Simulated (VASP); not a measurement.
Input of a VASP 6.6.1 run:

Contents of INCAR:

```
PREC     = Accurate       # precision mode
ENCUT    = 600            # plane-wave cutoff, eV
EDIFF    = 1E-6           # SCF threshold, eV
ISMEAR   = 0              # smearing method
SIGMA    = 0.1            # smearing width, eV
LREAL    = F              # projectors in reciprocal space
LASPH    = T              # aspherical terms in the spheres
NELM     = 80             # most SCF steps
ALGO     = Fast           # electronic algorithm
ISIF     = 3              # what is computed and relaxed
LWAVE    = F              # write WAVECAR
LCHARG   = F              # write CHGCAR
GGA      = PE             # functional
IBRION   = 2              # ionic algorithm
NSW      = 90             # ionic steps
EDIFFG   = -0.02          # ionic threshold
```

The input KPOINTS:

```
regular mesh
0
Gamma
  10 10 10
```

The input POSCAR:

```
Cu3Au
1.0
    3.7400000000      0.0000000000      0.0000000000
    0.0000000000      3.7400000000      0.0000000000
    0.0000000000      0.0000000000      3.7400000000
Cu Au
3 1
Direct
    0.0000000000      0.5000000000      0.5000000000
    0.5000000000      0.0000000000      0.5000000000
    0.5000000000      0.5000000000      0.0000000000
    0.0000000000      0.0000000000      0.0000000000
```

Potentials or basis: VASP PAW PBE potentials, release 64 (Cu, Au).

Command:

```bash
$ cat potpaw_PBE.64/Cu/POTCAR potpaw_PBE.64/Au/POTCAR > POTCAR
$ mpirun -np 1 vasp_std > vasp.out
```

(1) What does it give for the space group after relaxing (to 0.05 Å)?

(2) Predict the relaxed cell.

## Answers

(1) Pm-3m (No. 221).

(2) a = 3.784 Å, b = 3.784 Å, c = 3.784 Å, α = 90.00°, β = 90.00°, γ = 90.00°.
